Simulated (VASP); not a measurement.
The system is Na.

```
Na
1.0
     2.09556   -6.64756    0.00000
     2.09556    6.64756    0.00000
     0.00000    0.00000    5.54596
Na
4
Direct
  0.09800 0.90200 0.91000
  0.59800 0.40200 0.59000
  0.90200 0.09800 0.09000
  0.40200 0.59800 0.41000
```

- Program: VASP 6.6.1
- Task: relaxation of cell and atoms
- Functional: PBE
- Potentials or basis: VASP PAW PBE potentials, release 64 (Na_pv)
- Cutoff: 600 eV
- k mesh: 4 × 4 × 4
- Occupations: gaussian, width 0.1 eV
- Spin: no spin polarisation

At the start: pressure 2.1 GPa; volume 38.63 Å³/atom.

Task: How do energy, volume and symmetry change on relaxing?

Result: Over 19 steps the energy falls by 369.6 meV/atom and the volume is 38.71 Å³/atom (+0.2 %); space group Fmmm (No. 69, to 0.05 Å).

Step by step:
| step | energy change (eV) | largest force (eV/Å) | pressure (GPa) | volume (Å³) |
| --- | --- | --- | --- | --- |
| 1 | 0.0000 | 0.9835 | 2.12 | 154.51 |
| 2 | -0.3059 | 0.7911 | 1.23 | 166.20 |
| 3 | -0.7091 | 0.4039 | -0.40 | 204.48 |
| 4 | -0.7192 | 0.3694 | -0.48 | 209.94 |
| 5 | -0.7219 | 0.3401 | -0.58 | 215.00 |
| 6 | -0.8043 | 0.3410 | -0.66 | 208.33 |
| 7 | -1.0462 | 0.3241 | -0.67 | 189.12 |
| 8 | -1.3897 | 0.1737 | 0.00 | 154.20 |
| 9 | -1.3774 | 0.1059 | 1.03 | 138.51 |
| 10 | -1.4067 | 0.1191 | 0.35 | 147.45 |
| 11 | -1.4568 | 0.0365 | 0.15 | 150.93 |
| 12 | -1.4581 | 0.0466 | 0.15 | 151.52 |
| 13 | -1.4676 | 0.0310 | -0.08 | 155.81 |
| 14 | -1.4674 | 0.0156 | -0.38 | 161.00 |
| 15 | -1.4692 | 0.0222 | -0.29 | 158.08 |
| 16 | -1.4731 | 0.0229 | -0.22 | 157.63 |
| 17 | -1.4761 | 0.0221 | -0.20 | 156.63 |
| 18 | -1.4762 | 0.0236 | -0.18 | 156.86 |
| 19 | -1.4783 | 0.0217 | -0.13 | 154.83 |

Final structure:
```xyz
4
Lattice="1.9587 -6.3988 0.0000 1.9587 6.3988 0.0000 0.0000 0.0000 6.1768" Properties=species:S:1:pos:R:3 pbc="T T T"
Na    1.9587    4.6856    6.1760
Na    1.9587   -1.7132    3.0891
Na    1.9587   -4.6856    0.0007
Na    1.9587    1.7132    3.0876
```

Caveat: the k points lie up to 0.42 Å⁻¹ apart in the final cell.
